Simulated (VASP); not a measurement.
Write the native input for VASP 6.6.1 that does the following.

```yaml
Task: relaxation of cell and atoms
Functional: r2SCAN
Potentials_or_basis: VASP PAW PBE potentials, release 64 (Sc_sv)
Cutoff: 600 eV
k_mesh: 9 × 9 × 5
Occupations: fermi-dirac, width 0.05 eV
Spin: no spin polarisation
Dipole_correction: no
Further_INCAR_settings: ALGO = Normal; EDIFF = 1e-07; IBRION = 2; EDIFFG = -0.01; NSW = 60; ISIF = 3
```

Sc:

```
CELL_PARAMETERS angstrom
3.30900 0.00000 0.00000
-1.65450 2.86568 0.00000
0.00000 0.00000 5.27330
ATOMIC_POSITIONS crystal
Sc 0.66667 0.33333 0.75000
Sc 0.33333 0.66667 0.25000
```

One way to write it, as run:

POSCAR

```
Sc
1.0
    3.3090000000      0.0000000000      0.0000000000
   -1.6545000000      2.8656780611      0.0000000000
    0.0000000000      0.0000000000      5.2733000000
Sc
2
Direct
    0.6666666667      0.3333333333      0.7500000000
    0.3333333333      0.6666666667      0.2500000000
```

INCAR.step1

```
SYSTEM = Sc
  ALGO = Normal
  EDIFF = 1E-4
  ENCUT = 600
  GGA = PE
  ISMEAR = -1
  LASPH = .TRUE.
  LCHARG = .FALSE.
  LREAL = .FALSE.
  LWAVE = .TRUE.
  NELM = 80
  PREC = Accurate
  SIGMA = 0.05
```

INCAR.step2

```
SYSTEM = Sc
  ALGO = Normal
  EDIFF = 1E-7
  EDIFFG = -0.01
  ENCUT = 600
  IBRION = 2
  ISIF = 3
  ISMEAR = -1
  ISTART = 1
  LASPH = .TRUE.
  LCHARG = .FALSE.
  LMIXTAU = .TRUE.
  LREAL = .FALSE.
  LWAVE = .FALSE.
  METAGGA = R2SCAN
  NELM = 80
  NSW = 60
  PREC = Accurate
  SIGMA = 0.05
```

KPOINTS

```
k-points
0
G
  9 9 5
  0 0 0
```

Potentials or basis: VASP PAW PBE potentials, release 64 (Sc_sv).

The run is started by

```bash
$ cat potpaw_PBE.64/Sc_sv/POTCAR > POTCAR
$ cp INCAR.step1 INCAR
$ mpirun -np 1 vasp_std > vasp.out
$ cp INCAR.step2 INCAR
$ mpirun -np 1 vasp_std > vasp.out
```

Results of the run:

The relaxed volume is 25.04 Å³/atom and the relaxed cell is a = 3.332 Å, b = 3.332 Å, c = 5.208 Å, α = 90.00°, β = 90.00°, γ = 120.00°. The space group after relaxing (to 0.1 Å) is P6_3/mmc (No. 194) and the energy gained by relaxing is 1.6 meV/atom. The ionic steps are 6, the pressure after relaxing is 0.0 GPa and the band gap on the k mesh is zero (bands 11 and 12 overlap by 1.28 eV).

Caveat: the PAW data sets were made with another functional, which shifts forces and pressure a little.

Run time: 10 min on 1 thread of AMD EPYC 7R43 64-Core Processor (Zen 3), on a shared host, peak memory 0.18 GiB.
